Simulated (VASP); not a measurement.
Crystal: Bi.

```
Bi
1.0
     2.26750    1.30914    3.93800
    -2.26750    1.30914    3.93800
     0.00000   -2.61828    3.93800
Bi
2
Direct
  0.76600 0.76600 0.76600
  0.23400 0.23400 0.23400
```

| Property | Result |
| --- | --- |
| Program | VASP 6.6.1 |
| Task | relaxation of cell and atoms |
| Functional | PBEsol |
| Dispersion | D3(BJ) |
| Potentials or basis | VASP PAW PBE potentials, release 64 (Bi_d) |
| Cutoff | 600 eV |
| k mesh | 7 × 7 × 7 |
| Occupations | fermi-dirac, width 0.05 eV |
| Spin | no spin polarisation |

At the start: pressure -2.5 GPa; volume 35.07 Å³/atom.

**Question.** How do energy, volume and symmetry change on relaxing?

**Answer.** Over 11 steps the energy falls by 26.7 meV/atom and the volume is 32.54 Å³/atom (-7.2 %); space group R-3m (No. 166, to 0.1 Å) before and after.

The path:
```csv
step,energy change (eV),largest force (eV/Å),pressure (GPa),volume (Å³)
1,0.0000,0.1312,-2.50,70.14
2,-0.0237,0.4692,1.65,64.74
3,-0.0310,0.3578,0.15,66.42
4,-0.0419,0.2381,0.15,65.93
5,-0.0522,0.0052,0.37,64.74
6,-0.0522,0.0427,-0.55,65.68
7,-0.0530,0.0171,-0.10,65.21
8,-0.0534,0.0023,-0.04,65.14
9,-0.0534,0.0060,-0.06,65.11
10,-0.0533,0.0187,0.05,65.04
11,-0.0534,0.0071,0.01,65.09
```

Final structure:
```
CELL_PARAMETERS angstrom
2.23939 1.29291 3.74669
-2.23939 1.29291 3.74669
0.00000 -2.58582 3.74669
ATOMIC_POSITIONS crystal
Bi 0.76066 0.76066 0.76066
Bi 0.23934 0.23934 0.23934
```

Caveat: the PAW data sets were made with another functional, which shifts forces and pressure a little.
